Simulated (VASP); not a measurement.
# Re (P6/mmm) in VASP: notebook, part 2 of 2

VASP 6.6.1. Earlier steps stand in the parts before.

## 5. Single point, r2SCAN (volume scaled by 0.96)

Input file POSCAR:

```
Re
1.0
    4.2965510948      0.0000000000      0.0000000000
   -2.1482755474      3.7209223967      0.0000000000
    0.0000000000      0.0000000000      2.6900332104
Re
3
Direct
    1.0000000000      1.0000000000      0.0000000000
    0.3333333333      0.6666666667      0.5000000000
    0.6666666667      0.3333333333      0.5000000000
```

Input file INCAR.step1:

```
PREC = Accurate ; ENCUT = 520
ISMEAR = -1 ; SIGMA = 0.1
LREAL = False ; LASPH = True
NELM = 80 ; NBANDS = 18
GGA = PE ; ALGO = Normal
EDIFF = 1E-4 ; LWAVE = True
LCHARG = False
```

Input file INCAR.step2:

```
PREC = Accurate ; ENCUT = 520
EDIFF = 1E-6 ; ISMEAR = -1
SIGMA = 0.1 ; LREAL = False
LASPH = True ; NELM = 80
ALGO = Normal ; ISIF = 2
LWAVE = False ; LCHARG = False
METAGGA = R2SCAN ; LMIXTAU = True
NBANDS = 18 ; ISTART = 1
```

Input file KPOINTS:

```
regular mesh
0
Gamma
  10 10 13
```

On the command line:

```sh
$ cat potpaw_PBE.64/Re/POTCAR > POTCAR
$ cp INCAR.step1 INCAR
$ mpirun -np 1 vasp_std > vasp.out
$ cp INCAR.step2 INCAR
$ mpirun -np 1 vasp_std > vasp.out
```

Run time: 79 s. Hardware: 1 thread of Intel Xeon 6975P-C (Granite Rapids), shared host; peak memory 0.2 GiB.

Results (log left out):

```
Free energy : -156.8020 eV
Pressure    : 16.6 GPa
```

Stress tensor (GPa, compression positive):
```
17.07  0.00  0.00
 0.00 17.07  0.00
 0.00  0.00 15.55
```

Levels at points of the mesh, in eV from the Fermi level:
| k point | band 7 | band 8 | band 9 | band 10 | band 11 | band 12 | band 13 | band 14 |
| --- | --- | --- | --- | --- | --- | --- | --- | --- |
| (0.00, 0.00, 0.00) | -3.12 | -2.11 | -0.89 | -0.89 | 0.10 | 0.10 | 0.12 | 0.12 |
| (0.50, 0.00, 0.00) | -2.73 | -1.99 | -1.58 | 0.41 | 0.41 | 1.05 | 2.29 | 3.39 |

Caveat: the PAW data sets were made with another functional, which shifts forces and pressure a little; spin-orbit coupling is left out, which moves the levels of the heavy elements.

## 6. Single point, r2SCAN

Input file POSCAR:

```
Re
1.0
    4.3554152738      0.0000000000      0.0000000000
   -2.1777076369      3.7719002711      0.0000000000
    0.0000000000      0.0000000000      2.7268875601
Re
3
Direct
    1.0000000000      1.0000000000      0.0000000000
    0.3333333333      0.6666666667      0.5000000000
    0.6666666667      0.3333333333      0.5000000000
```

Input file INCAR.step1:

```
SYSTEM = Re
ALGO = Normal
EDIFF = 1E-4
ENCUT = 520
GGA = PE
ISMEAR = -1
LASPH = .True.
LCHARG = .False.
LREAL = .False.
LWAVE = .True.
NBANDS = 18
NELM = 100
PREC = Accurate
SIGMA = 0.1
```

Input file INCAR.step2:

```
SYSTEM = Re
ALGO = Normal
EDIFF = 1E-6
ENCUT = 520
ISIF = 2
ISMEAR = -1
ISTART = 1
LASPH = .True.
LCHARG = .False.
LMIXTAU = .True.
LREAL = .False.
LWAVE = .False.
METAGGA = R2SCAN
NBANDS = 18
NELM = 100
PREC = Accurate
SIGMA = 0.1
```

Input file KPOINTS:

```
k-points
0
Gamma
  10 10 13
  0 0 0
```

Potentials or basis: VASP PAW PBE potentials, release 64 (Re).

On the command line:

```sh
$ cat potpaw_PBE.64/Re/POTCAR > POTCAR
$ cp INCAR.step1 INCAR
$ mpirun -np 1 vasp_std > vasp.out
$ cp INCAR.step2 INCAR
$ mpirun -np 1 vasp_std > vasp.out
```

OUTCAR:

```text
SYSTEM = Re
   EDIFF = 1E-6
   ENCUT = 520
   ISIF = 2
   ISMEAR = -1
   ISTART = 1
   LASPH = .True.
   LREAL = .False.
   METAGGA = R2SCAN
   NELM = 100
   PREC = Accurate

 ion  position               nearest neighbor table
   1  0.000  0.000  0.000-   2 2.86   3 2.86   2 2.86   3 2.86   2 2.86   2 2.86   3 2.86   3 2.86
                             3 2.86   3 2.86   2 2.86   2 2.86
   2  0.333  0.667  0.500-   3 2.51   3 2.51   3 2.51   1 2.86   1 2.86   1 2.86   1 2.86   1 2.86
                             1 2.86
   3  0.667  0.333  0.500-   2 2.51   2 2.51   2 2.51   1 2.86   1 2.86   1 2.86   1 2.86   1 2.86
                             1 2.86

  LATTYP: Found a hexagonal cell.
[... 701 lines left out ...]
  --------------------------------------------------------------------------------------
  -------------------------------------------------------------------------------------
  Total       -0.0580354     -0.0580354     -0.0552411      0.0000000     -0.0000000      0.0000000
  in kB       -2.0756145     -2.0756145     -1.9756760      0.0000000     -0.0000000      0.0000000
  external PRESSURE =      -2.0423017 kB  Pullay stress =       0.0000000 kB

 VOLUME and BASIS-vectors are now :
 -----------------------------------------------------------------------------
  energy-cutoff  :      520.00
  volume of cell :       44.80
      direct lattice vectors                 reciprocal lattice vectors
     4.355415274  0.000000000  0.000000000     0.229599232  0.132559178  0.000000000
    -2.177707637  3.771900271  0.000000000     0.000000000  0.265118356  0.000000000
     0.000000000  0.000000000  2.726887560     0.000000000  0.000000000  0.366718458

 POSITION                                       TOTAL-FORCE (eV/Angst)
 -----------------------------------------------------------------------------------
      0.00000      0.00000      0.00000         0.000000      0.000000      0.000000
     -0.00000      2.51460      1.36344         0.000000      0.000000      0.000000
      2.17771      1.25730      1.36344        -0.000000      0.000000      0.000000
 -----------------------------------------------------------------------------------
    total drift:                               -0.000000      0.000000      0.000000

  FREE ENERGIE OF THE ION-ELECTRON SYSTEM (eV)
  ---------------------------------------------------
  free  energy   TOTEN  =      -156.8913189594 eV

  energy  without entropy=     -156.8230429407  energy(sigma->0) =     -156.85718095
```

OUTCAR.step1:

```text
SYSTEM = Re
   EDIFF = 1E-4
   ENCUT = 520
   GGA = PE
   ISMEAR = -1
   LASPH = .True.
   LREAL = .False.
   NELM = 100
[... 729 lines left out ...]
      0.00000      0.00000      0.00000        -0.000000      0.000000      0.000000
     -0.00000      2.51460      1.36344         0.000000      0.000000      0.000000
      2.17771      1.25730      1.36344        -0.000000      0.000000      0.000000
 -----------------------------------------------------------------------------------
    total drift:                               -0.000000      0.000000      0.000000

  FREE ENERGIE OF THE ION-ELECTRON SYSTEM (eV)
  ---------------------------------------------------
  free  energy   TOTEN  =       -36.7933823325 eV

  energy  without entropy=      -36.7235644036  energy(sigma->0) =      -36.75847337
```

OSZICAR.step1:

```text
N       E                     dE             d eps       ncg     rms          rms(c)
DAV:   1     0.722973434814E+02    0.72297E+02   -0.97037E+03  6800   0.139E+03
DAV:   2    -0.304304514922E+02   -0.10273E+03   -0.93645E+02  6518   0.402E+02
DAV:   3    -0.382669579069E+02   -0.78365E+01   -0.68468E+01  5740   0.218E+02
DAV:   4    -0.387650378192E+02   -0.49808E+00   -0.47146E+00  6058   0.365E+01
DAV:   5    -0.387851721453E+02   -0.20134E-01   -0.19803E-01  5888   0.592E+00    0.513E+01
DAV:   6    -0.373340155658E+02    0.14512E+01   -0.17425E+00  6860   0.311E+01    0.217E+01
DAV:   7    -0.370384339959E+02    0.29558E+00   -0.23556E+00  6898   0.358E+01    0.430E+00
DAV:   8    -0.368044615429E+02    0.23397E+00   -0.99281E-01  6790   0.216E+01    0.110E+00
DAV:   9    -0.367936387070E+02    0.10823E-01   -0.33373E-02  6190   0.234E+00    0.156E-01
DAV:  10    -0.367934008027E+02    0.23790E-03   -0.11641E-03  4108   0.515E-01    0.112E-01
DAV:  11    -0.367933823325E+02    0.18470E-04   -0.10842E-04  2264   0.245E-01
   1 F= -.36793382E+02 E0= -.36758473E+02  d E =-.698179E-01
```

It took 79 s on 1 thread of Intel Xeon 6975P-C (Granite Rapids), shared host; peak memory 0.2 GiB.

What came out:

```yaml
Free_energy: -156.8913 eV
Pressure: -0.2 GPa
```

Levels at points of the mesh, in eV from the Fermi level:
```csv
k point,band 7,band 8,band 9,band 10,band 11,band 12,band 13,band 14
"(0.00, 0.00, 0.00)",-2.99,-2.00,-0.83,-0.83,0.13,0.13,0.15,0.15
"(0.50, 0.00, 0.00)",-2.55,-1.89,-1.46,0.41,0.42,0.94,2.16,3.20
```

Caveat: the PAW data sets were made with another functional, which shifts forces and pressure a little; spin-orbit coupling is left out, which moves the levels of the heavy elements.

## 7. The runs side by side

```csv
cell,k mesh,gap on the mesh (eV),pressure (GPa)
"a = 4.355, b = 4.355, c = 2.727 Å, angles 90.0, 90.0, 120.0°, 3 atoms",8 × 8 × 12,none,-0.2
"a = 4.174, b = 4.174, c = 2.613 Å, angles 90.0, 90.0, 120.0°, 3 atoms",10 × 10 × 13,none,63.1
"a = 4.236, b = 4.236, c = 2.652 Å, angles 90.0, 90.0, 120.0°, 3 atoms",10 × 10 × 13,none,37.3
"a = 4.297, b = 4.297, c = 2.690 Å, angles 90.0, 90.0, 120.0°, 3 atoms",10 × 10 × 13,none,16.6
"a = 4.355, b = 4.355, c = 2.727 Å, angles 90.0, 90.0, 120.0°, 3 atoms",10 × 10 × 13,none,-0.2
```

Alike in all rows: task single point; level r2SCAN; potentials or basis VASP PAW PBE potentials, release 64 (Re); no spin polarisation; cutoff (eV) 520; smearing fermi-dirac 0.1 eV.

Caveats: the PAW data sets were made with another functional, which shifts forces and pressure a little; spin-orbit coupling is left out, which moves the levels of the heavy elements.

Absolute energies hang on the potentials; compare differences alone.
